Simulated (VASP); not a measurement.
**AlNi: relaxation of cell and atoms with PBEsol+D4**

AlNi:

```xyz
2
Lattice="2.8810 0.0000 0.0000 0.0000 2.8810 0.0000 0.0000 0.0000 2.8810" Properties=species:S:1:pos:R:3 pbc="T T T"
Ni    1.4405    1.4405    1.4405
Al    0.0000    0.0000    0.0000
```

| Quantity | Value |
| --- | --- |
| Program | VASP 6.6.1 |
| Task | relaxation of cell and atoms |
| Functional | PBEsol |
| Dispersion | D4 |
| Potentials or basis | VASP PAW PBE potentials, release 64 (Ni, Al) |
| Cutoff | 600 eV |
| k mesh | 9 × 9 × 9 |
| Occupations | fermi-dirac, width 0.05 eV |
| Spin | collinear spin, ferromagnetic start |
| Starting moments | [1.0, 0.0] μB |
| Dipole correction | no |
| Further INCAR settings | ALGO = Normal; EDIFF = 1e-06; IBRION = 2; EDIFFG = -0.01; NSW = 60; ISIF = 3 |

```
Relaxed volume                                        : 11.51 Å³/atom
Relaxed cell                                          : a = 2.845 Å, b = 2.845 Å, c = 2.845 Å, α = 90.00°, β = 90.00°, γ = 90.00°
Space group after relaxing (to 0.1 Å)                 : Pm-3m (No. 221)
Energy gained by relaxing                             : 9.1 meV/atom
Ionic steps                                           : 3
Pressure after relaxing                               : 0.0 GPa
Net moment                                            : 0.00 μB per cell
Valence electrons inside the program's atomic spheres : Ni 9.55; Al 0.82
Dispersion energy per atom                            : -0.264 eV
```

Step by step:
| step | energy change (eV) | largest force (eV/Å) | pressure (GPa) | volume (Å³) |
| --- | --- | --- | --- | --- |
| 1 | 0.0000 | 0.0000 | -6.27 | 23.91 |
| 2 | -0.0060 | 0.0000 | 5.87 | 22.33 |
| 3 | -0.0182 | 0.0000 | -0.03 | 23.02 |

Final structure:
```
Ni Al
1.0
     2.84471    0.00000    0.00000
     0.00000    2.84471    0.00000
     0.00000    0.00000    2.84471
Ni Al
1 1
Direct
  0.50000 0.50000 0.50000
  0.00000 0.00000 0.00000
```

Levels at points of the mesh, in eV from the Fermi level:
Spin up:
```
           k point  band 4  band 5  band 6  band 7  band 8  band 9
(0.00, 0.00, 0.00)   -1.65   -1.65   -1.65    5.65    5.65    5.65
```
Spin down:
```
           k point  band 4  band 5  band 6  band 7  band 8  band 9
(0.00, 0.00, 0.00)   -1.65   -1.65   -1.65    5.65    5.65    5.65
```

It took 55 s on 1 thread of Intel Xeon 8259CL (shared host), peak memory 0.16 GiB.

Caveat: the PAW data sets were made with another functional, which shifts forces and pressure a little.
